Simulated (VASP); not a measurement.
CoO, 2 atoms in the cell. Symmetry: R-3m, No. 166, trigonal system. Conventional cell: a = 3.011 Å, b = 3.011 Å, c = 7.320 Å, α = 90.00°, β = 90.00°, γ = 120.00°. Co (site symmetry -3m) has 6 O at 2.12 Å within 2.8 Å. O (site symmetry -3m) has 6 Co at 2.12 Å within 2.8 Å. 

- Program: VASP 6.6.1
- Task: relaxation of cell and atoms
- Functional: PBEsol
- Dispersion: D3(BJ)
- Potentials or basis: VASP PAW PBE potentials, release 64 (Co, O)
- Cutoff: 600 eV
- k mesh: 11 × 11 × 11
- Occupations: fermi-dirac, width 0.05 eV
- Spin: collinear spin, ferromagnetic start
- Starting moments: [2.0, 0.0] μB
- Dipole correction: no
- Further INCAR settings: ALGO = Normal; EDIFF = 1e-06; IBRION = 2; EDIFFG = -0.01; NSW = 60; ISIF = 3

Potentials or basis: VASP PAW PBE potentials, release 64 (Co, O).

Run with:

```sh
$ cat potpaw_PBE.64/Co/POTCAR potpaw_PBE.64/O/POTCAR > POTCAR
$ mpirun -np 1 vasp_std > vasp.out
```

Hardware: 1 thread of Intel Xeon 8259CL, with other jobs on the host.

Q: Estimate the wall time of this run.

A: It took 11 min on 1 thread of Intel Xeon 8259CL (shared host), peak memory 0.24 GiB. Counts: scf iterations 117, k points 146, ion steps 16.
